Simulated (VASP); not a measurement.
Runs of VASP 6.6.1 on ScNb. The structure is that of space group P-6m2 (No. 187), or close to it. The cells are those of the table. 

```tsv
cell	further INCAR settings	gap on the mesh (eV)	pressure (GPa)
a = 3.066, b = 3.066, c = 5.453 Å, angles 90.0, 90.0, 120.0°, 2 atoms	ALGO = Fast; EDIFF = 1e-06; NBANDS = 19	none	-12.9
a = 3.066, b = 3.066, c = 4.692 Å, angles 90.0, 90.0, 120.0°, 2 atoms	ALGO = Fast; EDIFF = 1e-06; NBANDS = 19	none	1.0
a = 3.066, b = 3.066, c = 4.882 Å, angles 90.0, 90.0, 120.0°, 2 atoms	ALGO = Fast; EDIFF = 1e-06; NBANDS = 19	none	-3.6
a = 3.066, b = 3.066, c = 5.262 Å, angles 90.0, 90.0, 120.0°, 2 atoms	ALGO = Fast; EDIFF = 1e-06; NBANDS = 19	none	-10.4
a = 3.066, b = 3.066, c = 5.643 Å, angles 90.0, 90.0, 120.0°, 2 atoms	ALGO = Fast; EDIFF = 1e-06; NBANDS = 19	none	(c)
a = 3.066, b = 3.066, c = 4.311 Å, angles 90.0, 90.0, 120.0°, 2 atoms	ALGO = Fast; EDIFF = 1e-07; NBANDS = 19	none	(b)
a = 3.066, b = 3.066, c = 5.833 Å, angles 90.0, 90.0, 120.0°, 2 atoms	ALGO = Fast; EDIFF = 1e-06; NBANDS = 19	none	(a)
a = 3.066, b = 3.066, c = 5.738 Å, angles 90.0, 90.0, 120.0°, 2 atoms	ALGO = Fast; EDIFF = 1e-06; NBANDS = 19	none	-15.4
```

Alike in all rows: task single point; level LDA; potentials or basis VASP PAW LDA potentials, release 64 (Sc_sv, Nb_sv); no spin polarisation; k mesh 18 × 18 × 10; cutoff (eV) 520; smearing gaussian 0.15 eV.

Task: Fill in the values left out.

Result: (a) -16.0; (b) 13.2; (c) -14.7.

Caveats: the cell stands under tension (at least some runs); the cell stands under pressure (at least some runs).

A k mesh can miss the band edges, and the runs leave out spin-orbit coupling on Nb.

A gap of «none» marks levels without a gap at the run's occupations.
